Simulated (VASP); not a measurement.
Si, 2 atoms in the cell. The structure is hexagonal, space group P6_3/mmc (No. 194). The conventional cell has a = 2.444 Å, b = 2.444 Å, c = 4.152 Å, α = 90.00°, β = 90.00°, γ = 120.00°. Si (site symmetry -6m2) has 12 Si at 2.44 to 2.51 Å within 3.2 Å. 

* Program: VASP 6.6.1
* Task: single point
* Functional: PBE
* Potentials or basis: VASP PAW PBE potentials, release 64 (Si)
* Cutoff: 500 eV
* k mesh: 14 × 14 × 7
* Occupations: gaussian, width 0.5 eV
* Spin: no spin polarisation
* Dipole correction: no
* Further INCAR settings: ALGO = Normal; EDIFF = 1e-06; NBANDS = 11

Potentials or basis: VASP PAW PBE potentials, release 64 (Si).

Command:

```bash
$ cat potpaw_PBE.64/Si/POTCAR > POTCAR
$ mpirun -np 1 vasp_std > vasp.out
```

Hardware: 1 thread of AMD EPYC 7R13, on a shared host.

Task: Estimate the wall time of this run.

Result: Wall time 31 s on 1 thread of AMD EPYC 7R13, on a shared host, peak memory 0.1 GiB. Counts: scf iterations 10, k points 96.
